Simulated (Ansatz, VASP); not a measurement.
# Two plane-wave programs on BN

```xyz
4
Lattice="2.4518 0.0000 0.0000 -1.2259 2.1233 0.0000 0.0000 0.0000 4.2269" Properties=species:S:1:pos:R:3 pbc="T T T"
B     1.2259    0.7078    4.2257
B     0.0000    1.4155    2.1123
N     1.2259    0.7078    2.6430
N     0.0000    1.4155    0.5295
```

Change from the starting cell: strain -0.040 along x and y, +0.000 along z, atoms carried along.

Alike in both runs: task single point; functional PBE; k mesh 12 × 12 × 6; occupations gaussian, width 0.05 eV; no spin polarisation.

```csv
,VASP,Ansatz
version,VASP 6.6.1,Ansatz 0.2.0
potentials or method,"VASP PAW PBE potentials, release 64 (B, N), cutoff 520 eV","scalar-relativistic, plane waves, PAW"
valence electrons in the cell,16,16
```

|  | VASP | Ansatz | Ansatz less VASP |
| --- | --- | --- | --- |
| gap on the k mesh at the Fermi level (eV) | 4.89 | 4.91 | +0.018 |
| least direct gap on the mesh (eV) | 7.60 | 7.60 | +0.006 |
| pressure (GPa) | 36.5 | 36.0 | -0.50 |
| traceless stress, the component that is largest in VASP (GPa) | -31.37 | -31.13 | +0.240 |
| rms of the force components (eV/Å) | 0.108 | 0.102 | -0.0058 |

Atom by atom the forces differ by 0.006 eV/Å (rms over components). Both programs put the cell under a high pressure, so it lies far from rest at this level. With one functional, cell and mesh, what is left measures potentials, basis and numerics.
